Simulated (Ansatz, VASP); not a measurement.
## SrTiO3: VASP beside Ansatz

INCAR

```
PREC = Accurate
ENCUT = 520
EDIFF = 1E-6
ISMEAR = -1
SIGMA = 0.05
LREAL = F
LASPH = T
NELM = 60
ALGO = Normal
ISIF = 2
LWAVE = F
LCHARG = T
GGA = PS
LELF = T
LVHAR = T
NBANDS = 28
```

Contents of KPOINTS:

```
regular mesh
0
Gamma
  7 7 7
```

POSCAR

```
SrTiO3
1.0
    3.7878500000      0.0000000000      0.0000000000
    0.0000000000      3.7878500000      0.0000000000
    0.0000000000      0.0000000000      3.9050000000
Sr Ti O
1 1 3
Direct
    0.0000000000      0.0000000000      0.0000000000
    0.5000000000      0.5000000000      0.5000000000
    0.0000000000      0.5000000000      0.5000000000
    0.5000000000      0.0000000000      0.5000000000
    0.5000000000      0.5000000000      0.0000000000
```

Input for Ansatz:

```yaml
crystal:
  lattice:
    - [3.78785, 0.0, 0.0]
    - [0.0, 3.78785, 0.0]
    - [0.0, 0.0, 3.905]
  atoms:
    - { symbol: Sr, position: [0.0, 0.0, 0.0] }
    - { symbol: Ti, position: [0.5, 0.5, 0.5] }
    - { symbol: O, position: [0.0, 0.5, 0.5] }
    - { symbol: O, position: [0.5, 0.0, 0.5] }
    - { symbol: O, position: [0.5, 0.5, 0.0] }
kpoints:
  mp_grid: { grid: [7, 7, 7] }
  band_path:
    path:
      - [0.0, 0.0, 0.0]
      - [0.0, 0.5, 0.0]
      - [0.5, 0.5, 0.0]
      - [0.0, 0.0, 0.0]
      - [0.0, 0.0, 0.5]
      - [0.0, 0.5, 0.5]
      - [0.5, 0.5, 0.5]
      - [0.0, 0.0, 0.5]
      - [0.0, 0.5, 0.0]
    npoints: 5
scf:
  occupations: { method: fermi_dirac, width: 0.05 }
hamiltonian:
  xc: pbesol
  pseudopotentials: { kind: all_electron, lapw: { basis_error: 0.001 } }
output:
  forces: true
  stress: true
  eigenvalues: true
```

Change from the starting cell: equal xx and yy strain of -3 %.

Alike in both runs: task single point; functional PBEsol; k mesh 7 × 7 × 7; occupations fermi-dirac, width 0.05 eV; no spin polarisation.

```csv
,VASP,Ansatz
version,VASP 6.6.1,Ansatz 0.2.0
potentials or method,"VASP PAW PBE potentials, release 64 (Sr_sv, Ti_sv, O), cutoff 520 eV","all-electron LAPW, scalar-relativistic"
```

|  | VASP | Ansatz | Ansatz less VASP |
| --- | --- | --- | --- |
| gap on the k mesh at the Fermi level (eV) | 1.94 | 1.97 | +0.030 |
| pressure (GPa) | 11.5 | 10.7 | -0.83 |
| traceless stress, the component that is largest in VASP (GPa) | -6.09 | -6.00 | +0.094 |

VASP's potentials were made for PBE, not for PBEsol. Ansatz ran all-electron here, and VASP with PAW potentials.
